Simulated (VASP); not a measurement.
# Ge (Cmmm) in VASP: further runs

The runs below take Ge through single point, with LDA.

Everything below comes from runs of VASP 6.6.1. Logs are shortened: lines on timing, memory, paths and dates and some standing lists are left out, and cuts for length are marked.

### Step 1. The cell of the first run

It takes space group Cmmm (No. 65, orthorhombic). Conventional cell: a = 2.757 Å, b = 5.131 Å, c = 2.662 Å, α = 90.00°, β = 90.00°, γ = 90.00°. Ge (site symmetry mmm) has 8 Ge at 2.66 to 2.91 Å within 3.5 Å.

### Step 2. Single point, LDA

Input file INCAR:

```
PREC = Accurate
ENCUT = 520
EDIFF = 1E-6
ISMEAR = -1
SIGMA = 0.15
LREAL = False
LASPH = True
NELM = 60
ALGO = Normal
ISIF = 2
LWAVE = False
LCHARG = False
NBANDS = 13
```

Input file KPOINTS:

```
regular mesh
0
Gamma
  12 12 11
```

Input file POSCAR:

```
Ge
1.0
    1.3782662934     -2.5653695835      0.0000000000
    1.3782662934      2.5653695835      0.0000000000
    0.0000000000      0.0000000000      2.6617639486
Ge
1
Direct
    0.5000000000      0.5000000000      0.0000000000
```

Potentials or basis: VASP PAW LDA potentials, release 64 (Ge_d).

Command:

```sh
> cat potpaw_LDA.64/Ge_d/POTCAR > POTCAR
> mpirun -np 1 vasp_std > vasp.out
```

OUTCAR:

```text
PREC = Accurate
   ENCUT = 520
   EDIFF = 1E-6
   ISMEAR = -1
   LREAL = False
   LASPH = True
   NELM = 60
   ISIF = 2

 ion  position               nearest neighbor table
   1  0.500  0.500  0.000-

  LATTYP: Found a base centered orthorhombic cell.
 ALAT       =     2.7565325868
 B/A-ratio  =     1.8613018368
 C/A-ratio  =     0.9656203454

  Lattice vectors:

 A1 = (   1.3782662934,  -2.5653695835,   0.0000000000)
 A2 = (   1.3782662934,   2.5653695835,   0.0000000000)
 A3 = (   0.0000000000,   0.0000000000,   2.6617639486)

Analysis of symmetry for initial positions (statically):
=====================================================================
 Subroutine PRICEL returns:
 Original cell was already a primitive cell.

 Routine SETGRP: Setting up the symmetry group for a
 base centered orthorhombic supercell.

 Subroutine GETGRP returns: Found  8 space group operations
 (whereof  8 operations were pure point group operations)
 out of a pool of  8 trial point group operations.

The static configuration has the point symmetry D_2h.

Analysis of symmetry for dynamics (positions and initial velocities):
=====================================================================
 Subroutine PRICEL returns:
 Original cell was already a primitive cell.

 Routine SETGRP: Setting up the symmetry group for a
 base centered orthorhombic supercell.

 Subroutine GETGRP returns: Found  8 space group operations
 (whereof  8 operations were pure point group operations)
 out of a pool of  8 trial point group operations.

The dynamic configuration has the point symmetry D_2h.

 Subroutine INISYM returns: Found  8 space group operations
 (whereof  8 operations are pure point group operations),
 and found     1 'primitive' translations

----------------------------------------------------------------------------------------

                                     Primitive cell

  volume of cell :      18.8227

  direct lattice vectors                    reciprocal lattice vectors
     1.378266293 -2.565369583  0.000000000     0.362774598 -0.194903691  0.000000000
     1.378266293  2.565369583  0.000000000     0.362774598  0.194903691  0.000000000
     0.000000000  0.000000000  2.661763949     0.000000000  0.000000000  0.375690715

  length of vectors
     2.912170853  2.912170853  2.661763949     0.411816534  0.411816534  0.375690715

  position of ions in fractional coordinates (direct lattice)
     0.500000000  0.500000000  0.000000000

  ion indices of the primitive-cell ions
[... 82 lines left out ...]
   POTIM  = 0.5000    time-step for ionic-motion
   TEBEG  =    0.0;   TEEND  =   0.0 temperature during run
   PSTRESS=    0.0 pullay stress
   NELECT =      14.0000    total number of electrons
   NUPDOWN=      -1.0000    fix difference up-down
   EMIN   =  10.00;   EMAX   =-10.00  energy-range for DOS
   EFERMI =   0.00;   METHOD = LEGACY
   ISMEAR =    -1;   SIGMA  =   0.15  broadening in eV -4-tet -1-fermi 0-gaus
   EFERMI_NEDOS =   21; number of points for ismear=-14 and -15
   IALGO  =     38    algorithm
   IMIX   =      4    mixing-type and parameters
     AMIX     =   0.40;   BMIX     =  1.00
     AMIX_MAG =   1.60;   BMIX_MAG =  1.00
  volume/ion in A,a.u.               =      18.82       127.02
  Fermi-wavevector in a.u.,A,eV,Ry     =   1.483281  2.802994 29.934467  2.200121
  Thomas-Fermi vector in A             =   2.596962
   LORBIT       =      0    0 simple, 1 ext, 2 COOP (PROOUT), +10 PAW based schemes
   GGA     = CA    functional components
   LHFCALC =     F    Hartree Fock is set to
   AEXX    =    0.0000 exact exchange contribution
   IVDW    =     0    specifies the selected vdW correction
   LEPSILON=     F    determine dielectric tensor
   LRPA    =     F    only Hartree local field effects (RPA)
 non-spin polarized calculation
  energy-cutoff  :      520.00
  volume of cell :       18.82
 maximum number of plane-waves:       517
 NGX is ok and might be reduce to    24
   NGX = 11   NGY = 11   NGZ =  9

 number of electron      13.9999987 magnetization

 Free energy of the ion-electron system (eV)
  ---------------------------------------------------
  ext. energy  EPLUGINS =         0.00000000
  ---------------------------------------------------
  free energy    TOTEN  =        -4.99606804 eV

  energy without entropy =       -4.96354313  energy(sigma->0) =       -4.97980558

 E-fermi :   6.3901     XC(G=0): -11.5270

 val. band max:        6.3509544826   @ k =   0.5000   0.1667   0.0000
 cond. band min:       6.3964146620   @ k =  -0.2500   0.2500   0.0000
 fundamental gap:      0.0454601794
 Fermi energy:         6.3901270887

 k-point     1 :       0.0000    0.0000    0.0000
  band No.  band energies     occupation
      1     -18.4862      2.00000
      2     -18.4120      2.00000
      3     -18.3552      2.00000
      4     -18.2434      2.00000
      5     -18.2245      2.00000
      6      -6.8269      2.00000
      7      13.1928      0.00000
      8      13.6975      0.00000
      9      15.2588      0.00000
     10      16.8049      0.00000
     11      19.1944      0.00000
     12      21.7232      0.00000
     13      21.7731      0.00000
[... 354 lines left out ...]
  band No.  band energies     occupation
      1     -18.4354      2.00000
      2     -18.3800      2.00000
      3     -18.2968      2.00000
      4     -18.2728      2.00000
      5     -18.2506      2.00000
      6      -3.7768      2.00000
      7       5.1066      1.99962
      8       7.0468      0.02479
      9      15.9068      0.00000
     10      19.3915      0.00000
     11      20.6522      0.00000
     12      25.7799      0.00000
     13      26.5838      0.00000

 [... further k-points ...]

------------------------ aborting loop because EDIFF is reached ----------------------------------------

  FORCE on cell =-STRESS in cart. coord.  units (eV):
  Direction    XX          YY          ZZ          XY          YZ          ZX
  --------------------------------------------------------------------------------------
  -------------------------------------------------------------------------------------
  Total       -0.2456377     -0.6487689     -0.2561366      0.0000000      0.0000000      0.0000000
  in kB      -20.9085070    -55.2227465    -21.8021613      0.0000000      0.0000000      0.0000000
  external PRESSURE =     -32.6444716 kB  Pullay stress =       0.0000000 kB

 VOLUME and BASIS-vectors are now :
 -----------------------------------------------------------------------------
  energy-cutoff  :      520.00
  volume of cell :       18.82
      direct lattice vectors                 reciprocal lattice vectors
     1.378266293 -2.565369583  0.000000000     0.362774598 -0.194903691  0.000000000
     1.378266293  2.565369583  0.000000000     0.362774598  0.194903691  0.000000000
     0.000000000  0.000000000  2.661763949     0.000000000  0.000000000  0.375690715

 POSITION                                       TOTAL-FORCE (eV/Angst)
 -----------------------------------------------------------------------------------
      1.37827      0.00000      0.00000         0.000000      0.000000      0.000000
 -----------------------------------------------------------------------------------
    total drift:                               -0.000000     -0.000000     -0.000000

  FREE ENERGIE OF THE ION-ELECTRON SYSTEM (eV)
  ---------------------------------------------------
  free  energy   TOTEN  =        -4.9960680359 eV

  energy  without entropy=       -4.9635431289  energy(sigma->0) =       -4.97980558
```

OSZICAR:

```text
N       E                     dE             d eps       ncg     rms          rms(c)
DAV:   1     0.628933072469E+02    0.62893E+02   -0.71767E+03  7240   0.293E+03
DAV:   2     0.561786746446E+00   -0.62332E+02   -0.59369E+02  7088   0.407E+02
DAV:   3    -0.493729074372E+01   -0.54991E+01   -0.54745E+01  7703   0.714E+01
DAV:   4    -0.501462884362E+01   -0.77338E-01   -0.77326E-01  7633   0.922E+00
DAV:   5    -0.501540257783E+01   -0.77373E-03   -0.77372E-03  7858   0.102E+00    0.145E+00
DAV:   6    -0.500188349308E+01    0.13519E-01   -0.84879E-03  8288   0.198E+00    0.802E-01
DAV:   7    -0.499626168144E+01    0.56218E-02   -0.57851E-03  8902   0.132E+00    0.761E-02
DAV:   8    -0.499607097284E+01    0.19071E-03   -0.60545E-04  8178   0.562E-01    0.281E-02
DAV:   9    -0.499606811392E+01    0.28589E-05   -0.12803E-05  8879   0.587E-02    0.682E-03
DAV:  10    -0.499606803593E+01    0.77991E-07   -0.41087E-07  5339   0.777E-03
   1 F= -.49960680E+01 E0= -.49798056E+01  d E =-.325249E-01
```

stdout:

```text
POSCAR found type information on POSCAR Ge
 POSCAR found :  1 types and       1 ions
 scaLAPACK will be used
 LDA part: xc-table for (Slater(with rela. corr.)+CA(PZ))
 , standard interpolation
 POSCAR, INCAR and KPOINTS ok, starting setup
 FFT: planning ... GRIDC
 FFT: planning ... GRID_SOFT
 FFT: planning ... GRID
 WAVECAR not read
 entering main loop
```

Run time: 20 s. Hardware: 1 thread of Intel Xeon 6975P-C (Granite Rapids), shared host; peak memory 0.17 GiB.

Results:

```
Free energy            : -4.9961 eV
Pressure               : -3.3 GPa
Band gap on the k mesh : zero (band 7 reaches 13.19 eV, above the bottom of band 8 at 3.05 eV)
```

### Step 3. Single point, LDA

This run uses another cell than the first one, of 19.61 Å³/atom, 1.042 times its volume.

Input file INCAR:

```
PREC = Accurate
ENCUT = 520
EDIFF = 1E-7
ISMEAR = -1
SIGMA = 0.15
LREAL = F
LASPH = T
NELM = 60
ALGO = Normal
ISIF = 2
LWAVE = F
LCHARG = T
LELF = T
LVHAR = T
NBANDS = 13
```

KPOINTS is that of step 2.

Input file POSCAR:

```
Ge
1.0
    1.3971490000     -2.6005160000      0.0000000000
    1.3971490000      2.6005160000      0.0000000000
    0.0000000000      0.0000000000      2.6982310000
Ge
1
Direct
    0.5000000000      0.5000000000      0.0000000000
```

Potentials or basis: VASP PAW LDA potentials, release 64 (Ge_d).

Command:

```sh
> cat potpaw_LDA.64/Ge_d/POTCAR > POTCAR
> mpirun -np 1 vasp_std > vasp.out
```

It took 23 s on 1 thread of Intel Xeon 6975P-C (Granite Rapids), shared host; peak memory 0.16 GiB.

It converged, with:

- Free energy: -4.9748 eV
- Pressure: -5.7 GPa
- Band gap on the k mesh: zero (band 7 reaches 12.53 eV, above the bottom of band 8 at 2.78 eV)

Stress tensor (GPa, compression positive):
```
-4.88  0.00  0.00
 0.00 -7.64  0.00
 0.00  0.00 -4.69
```

Levels at points of the mesh, in eV from the Fermi level:
```
           k point  band 3  band 4  band 5  band 6  band 7  band 8  band 9  band 10  band 11  band 12
(0.00, 0.00, 0.00)  -24.72  -24.62  -24.60  -12.87    6.59    7.02    8.52    10.25    12.53    14.87
(0.50, 0.00, 0.00)  -24.66  -24.63  -24.62   -7.86   -5.26    3.39    7.54    10.38    16.49    16.56
(0.50, 0.50, 0.00)  -24.66  -24.64  -24.61   -8.72   -5.48    5.15    9.21     9.73    15.78    16.20
```

### Step 4. Single point, LDA

This run uses another cell than the first one, of 20.39 Å³/atom, 1.083 times its volume.

Input file INCAR:

```
SYSTEM = Ge
PREC = Accurate
ENCUT = 520
EDIFF = 1E-6
ISMEAR = -1
SIGMA = 0.15
LREAL = .False.
LASPH = .True.
NELM = 60
ALGO = Normal
ISIF = 2
LWAVE = .False.
LCHARG = .True.
GGA = CA
LELF = .True.
LVHAR = .True.
NBANDS = 13
```

Input file KPOINTS:

```
regular mesh
0
Gamma
  12 12 11
  0 0 0
```

Input file POSCAR:

```
Ge
1.0
    1.4155346479     -2.6347372402      0.0000000000
    1.4155346479      2.6347372402      0.0000000000
    0.0000000000      0.0000000000      2.7337381113
Ge
1
Direct
    0.5000000000      0.5000000000      0.0000000000
```

Command:

```sh
> cat potpaw_LDA.64/Ge_d/POTCAR > POTCAR
> mpirun -np 1 vasp_std > vasp.out
```

Run time: 20 s. Hardware: 1 thread of Intel Xeon 6975P-C (Granite Rapids), shared host; peak memory 0.17 GiB.

It converged, with:

```yaml
Free_energy: -4.9429 eV
Pressure: -7.6 GPa
Band_gap_on_the_k_mesh: zero (band 7 reaches 11.92 eV, above the bottom of band 8 at 2.53 eV)
```

Stress tensor (GPa, compression positive):
```
-7.05  0.00  0.00
 0.00 -9.26  0.00
 0.00  0.00 -6.62
```

Levels at points of the mesh, in eV from the Fermi level:
| k point | band 5 | band 6 | band 7 | band 8 | band 9 | band 10 |
| --- | --- | --- | --- | --- | --- | --- |
| (0.00, 0.00, 0.00) | -24.59 | -12.56 | 6.38 | 6.76 | 8.19 | 10.10 |
| (0.50, 0.00, 0.00) | -24.61 | -7.79 | -5.03 | 3.30 | 7.44 | 9.97 |
| (0.50, 0.50, 0.00) | -24.60 | -8.61 | -5.23 | 4.99 | 9.06 | 9.35 |

### Step 5. Single point, LDA

This run uses another cell than the first one, of 21.18 Å³/atom, 1.125 times its volume.

Input file INCAR:

```
SYSTEM = Ge
  PREC = Accurate
  ENCUT = 520
  EDIFF = 1E-6
  ISMEAR = -1
  SIGMA = 0.15
  LREAL = .False.
  LASPH = .True.
  NELM = 80
  ALGO = Normal
  ISIF = 2
  LWAVE = .False.
  LCHARG = .True.
  LELF = .True.
  LVHAR = .True.
  NBANDS = 13
```

Input file KPOINTS:

```
Automatic mesh
0
Gamma
  12 12 11
  0 0 0
```

Input file POSCAR:

```
Ge
1.0
    1.4334547104     -2.6680918854      0.0000000000
    1.4334547104      2.6680918854      0.0000000000
    0.0000000000      0.0000000000      2.7683460651
Ge
1
Direct
    0.5000000000      0.5000000000      0.0000000000
```

Command:

```sh
> cat potpaw_LDA.64/Ge_d/POTCAR > POTCAR
> mpirun -np 1 vasp_std > vasp.out
```

Wall time 29 s (1 thread of Intel Xeon 6975P-C (Granite Rapids), shared host); peak memory 0.17 GiB.

It converged, with:

| Item | Value |
| --- | --- |
| Free energy | -4.9025 eV |
| Pressure | -9.1 GPa |
| Band gap on the k mesh | zero (band 7 reaches 11.34 eV, above the bottom of band 8 at 2.30 eV) |

Stress tensor (GPa, compression positive):
```
 -8.76   0.00   0.00
  0.00 -10.48   0.00
  0.00   0.00  -8.16
```

Levels at points of the mesh, in eV from the Fermi level:
```csv
k point,band 5,band 6,band 7,band 8,band 9,band 10
"(0.00, 0.00, 0.00)",-24.59,-12.26,6.19,6.52,7.88,9.96
"(0.50, 0.00, 0.00)",-24.61,-7.72,-4.81,3.21,7.34,9.58
"(0.50, 0.50, 0.00)",-24.59,-8.51,-5.00,4.85,8.92,8.99
```

(Part 1 of 2 ends here.)
